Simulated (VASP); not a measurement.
Input of a VASP 6.6.1 run:

INCAR

```
SYSTEM = AlCo
PREC     = Accurate       ! precision mode
ENCUT    = 520            ! plane-wave cutoff, eV
EDIFF    = 1E-6           ! SCF threshold, eV
ISMEAR   = -1             ! smearing method
SIGMA    = 0.05           ! smearing width, eV
LREAL    = .False.        ! projectors in reciprocal space
LASPH    = .True.         ! aspherical terms in the spheres
NELM     = 100            ! most SCF steps
ALGO     = Normal         ! electronic algorithm
ISIF     = 2              ! what is computed and relaxed
LWAVE    = .False.        ! write WAVECAR
LCHARG   = .False.        ! write CHGCAR
GGA      = PE             ! functional
NBANDS   = 20             ! bands
```

The input KPOINTS:

```
Automatic mesh
0
Gamma
  10 10 6
  0 0 0
```

POSCAR

```
AlCo
1.0
    2.3147545155      0.0000000000      0.0000000000
   -1.1573772577      2.0046362140      0.0000000000
    0.0000000000      0.0000000000      6.7388901949
Co Al
2 2
Direct
    0.0000000000      0.0000000000      0.0000000000
    0.0000000000      0.0000000000      0.5000000000
    0.3333333333      0.6666666667      0.2500000000
    0.6666666667      0.3333333333      0.7500000000
```

Potentials or basis: VASP PAW PBE potentials, release 64 (Co, Al).

Run with:

```sh
$ cat potpaw_PBE.64/Co/POTCAR potpaw_PBE.64/Al/POTCAR > POTCAR
$ mpirun -np 1 vasp_std > vasp.out
```

Q: Predict the band gap on the k mesh.

A: Zero (band 12 reaches 17.87 eV, above the bottom of band 13 at 15.67 eV).

Q: Predict the pressure.

A: 185.5 GPa.

Stress tensor (GPa, compression positive):
```
185.42   0.00   0.00
  0.00 185.42   0.00
  0.00   0.00 185.70
```

 Spin polarisation is off, so any magnetic state and its effect on volume and gap are missing.
